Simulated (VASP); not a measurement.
Set up this calculation in VASP 6.6.1, as the native input.

```yaml
Task: single point
Functional: revPBE
Dispersion: D4
Potentials_or_basis: VASP PAW PBE potentials, release 64 (Te, Mo_sv)
Cutoff: 520 eV
k_mesh: 9 × 9 × 2
Occupations: fermi-dirac, width 0.05 eV
Spin: no spin polarisation
Dipole_correction: no
Further_INCAR_settings: ALGO = Normal; EDIFF = 1e-07; NBANDS = 35
```

The structure of Te2Mo lies in POSCAR:

```
Te2Mo
1.0
    3.4849192409      0.0000000000      0.0000000000
   -1.7424596205      3.0180285928      0.0000000000
    0.0000000000      0.0000000000     13.5576867208
Te Mo
4 2
Direct
    0.6666666667      0.3333333333      0.3842644818
    0.3333333333      0.6666666667      0.8842644818
    0.6666666667      0.3333333333      0.1157355182
    0.3333333333      0.6666666667      0.6157355182
    0.6666666667      0.3333333333      0.7500000000
    0.3333333333      0.6666666667      0.2500000000
```

The input as run:

INCAR

```
PREC = Accurate
ENCUT = 520
EDIFF = 1E-7
ISMEAR = -1
SIGMA = 0.05
LREAL = False
LASPH = True
NELM = 60
ALGO = Normal
ISIF = 2
LWAVE = False
LCHARG = True
GGA = RE
IVDW = 13
LELF = True
LVHAR = True
NBANDS = 35
```

KPOINTS

```
regular mesh
0
Gamma
  9 9 2
```

Potentials or basis: VASP PAW PBE potentials, release 64 (Te, Mo_sv).

Command:

```sh
$ cat potpaw_PBE.64/Te/POTCAR potpaw_PBE.64/Mo_sv/POTCAR > POTCAR
$ mpirun -np 1 vasp_std > vasp.out
```

It gave:

```
Pressure                   : 0.0 GPa
Band gap on the k mesh     : 0.61 eV, indirect (least direct gap 0.96 eV)
Dispersion energy per atom : -0.938 eV
```

Caveat: the PAW data sets were made with another functional, which shifts forces and pressure a little; spin-orbit coupling is left out, which moves the levels of the heavy elements.

Wall time 2.5 min on 1 thread of Intel(R) Xeon(R) Platinum 8259CL CPU @ 2.50GHz (Skylake/Cascade Lake) (shared host), peak memory 0.32 GiB.
